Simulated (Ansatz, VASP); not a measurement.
# Two plane-wave programs on TaSi5B2

```
CELL_PARAMETERS angstrom
6.70163 0.00000 0.00000
-3.35081 5.80378 0.00000
0.00000 0.00000 3.86159
ATOMIC_POSITIONS crystal
Ta 0.00000 0.00000 0.50000
Si 0.33333 0.66667 0.00000
Si 0.66667 0.33333 0.00000
Si 0.50000 0.00000 0.50000
Si 0.00000 0.50000 0.50000
Si 0.50000 0.50000 0.50000
B 0.33333 0.66667 0.50000
B 0.66667 0.33333 0.50000
```

Alike in both runs: functional PBE; k mesh 4 × 4 × 3; occupations gaussian, width 0.2 eV; no spin polarisation.

Ansatz relaxed the structure, and its values are those at the end. VASP's run is a single point on that final structure, the one shown.

```csv
,VASP,Ansatz
version,VASP 6.6.1,Ansatz 0.2.0
potentials or method,"VASP PAW PBE potentials, release 64 (Ta_pv, Si, B), cutoff 500 eV","scalar-relativistic, plane waves, PAW"
valence electrons in the cell,37,39
```

|  | VASP | Ansatz | Ansatz less VASP |
| --- | --- | --- | --- |
| gap on the k mesh at the Fermi level (eV) | none | none | - |
| pressure (GPa) | 0.1 | 0.2 | +0.04 |

A gap of «none» marks a metal or a gap that the smearing closes. The functional is the same, so the differences come from potentials, cutoffs and numerics. VASP's potentials hold 37 valence electrons a cell and Ansatz's 39, so a difference there can come from the potentials and not from the codes.

The k mesh is coarse, so the values compare programs but aren't converged. Neither program's run includes spin-orbit coupling.
